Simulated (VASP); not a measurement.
A run of VASP 6.6.1:

The input INCAR:

```
  ALGO = Normal
  EDIFF = 1E-6
  ENCUT = 520
  GGA = PE
  GGA_COMPAT = False
  ISIF = 2
  ISMEAR = -1
  ISPIN = 2
  LASPH = True
  LCHARG = True
  LELF = True
  LMAXMIX = 4
  LORBIT = 11
  LREAL = Auto
  LVHAR = True
  LWAVE = False
  MAGMOM = 0 0 0 0 0 0 0 0 0 0.16 0 0.17 0 0.18 0 0.2 0 0 0 -0.01 -0.01 -0.01 0 0 0 -0.02 -0.02 -0.01 0 0 0 -0.01 -0.02 -0.01 0 0 0 -0.02 -0.02 -0.01 0
  NBANDS = 196
  NELM = 200
  NUPDOWN = 1.0
  PREC = Accurate
  SIGMA = 0.01
```

The input KPOINTS:

```
k-points
0
Gamma
  1 1 1
```

The input POSCAR:

```
Ba8Ti8CuO24
1.0
    7.9691230600      0.0000000000      0.0000000000
    0.0000000000      7.9691230600      0.0000000000
    0.0000000000      0.0000000000      8.4107998800
Ba Ti O Cu
8 8 24 1
Direct
    0.2509539613      0.2440485591      0.3051058207
    0.2607318251      0.2485449133      0.7841503893
    0.2555943715      0.7440513787      0.3007247867
    0.2578619987      0.7466412496      0.7926554068
    0.7268888881      0.2533121882      0.3570063541
    0.7466596958      0.2520725285      0.7800612419
    0.7551807087      0.7460960203      0.3009508056
    0.7496708176      0.7468721408      0.7941626356
    0.0256517560     -0.0261854408      0.0403471733
    0.0034582224     -0.0071108200      0.5641977062
    0.0235845273      0.4970476639      0.0494012467
    0.0051305520      0.5024137499      0.5594830536
    0.5118210585     -0.0129828589      0.0575529090
    0.4973946280     -0.0104774389      0.5630223127
    0.5136545099      0.4821111396      0.0578422988
    0.4957869229      0.5053157003      0.5637898972
    0.0308316233      0.2723018560     -0.0202468258
    0.2522665273     -0.0016701963      0.0215463455
   -0.0067988660      0.0168687319      0.2489833345
   -0.0026036742      0.2496288469      0.5354729710
    0.2454810881     -0.0021093914      0.5231875758
   -0.0001630041     -0.0113894590      0.7776215215
   -0.0065391135      0.7488782586      0.0270986117
    0.2535237547      0.5231142710      0.0247620919
   -0.0011406525      0.4893882264      0.2610491310
    0.0009883145      0.7530474752      0.5122764852
    0.2474756614      0.5005809259      0.5221552127
    0.0010218188      0.5208777639      0.7686832516
    0.4874319258      0.2561148805      0.0212248541
    0.7448106844      0.0167960764      0.0146204882
    0.5004416383      0.0017287975      0.2695662758
    0.4898773642      0.2508850704      0.5366598973
    0.7471823380     -0.0073860072      0.5317225548
    0.4960690116     -0.0019952007      0.7735630490
    0.5067184895      0.7594084010      0.0240604940
    0.7465067304      0.4952424464      0.0185324823
    0.5008513446      0.5008704182      0.2697088306
    0.4937245881      0.7495863667      0.5248450876
    0.7459318868      0.5076558574      0.5321199011
    0.4960678823      0.5053955083      0.7749893105
   -0.1507472015      0.2187423869      0.1043760418
```

Potentials or basis: VASP PAW PBE potentials, release 64 (Ba_sv, Ti_sv, O, Cu).

The run is started by

```sh
$ cat potpaw_PBE.64/Ba_sv/POTCAR potpaw_PBE.64/Ti_sv/POTCAR potpaw_PBE.64/O/POTCAR potpaw_PBE.64/Cu/POTCAR > POTCAR
$ mpirun -np 1 vasp_gam > vasp.out
```

Hardware: 1 thread of AMD EPYC 7R13 Processor (Zen 3), on a shared host.

Task: Estimate the wall time of this run.

Result: It took 6.1 min on 1 thread of AMD EPYC 7R13 Processor (Zen 3), on a shared host, peak memory 0.7 GiB. Counts: scf iterations 19, k points 1.
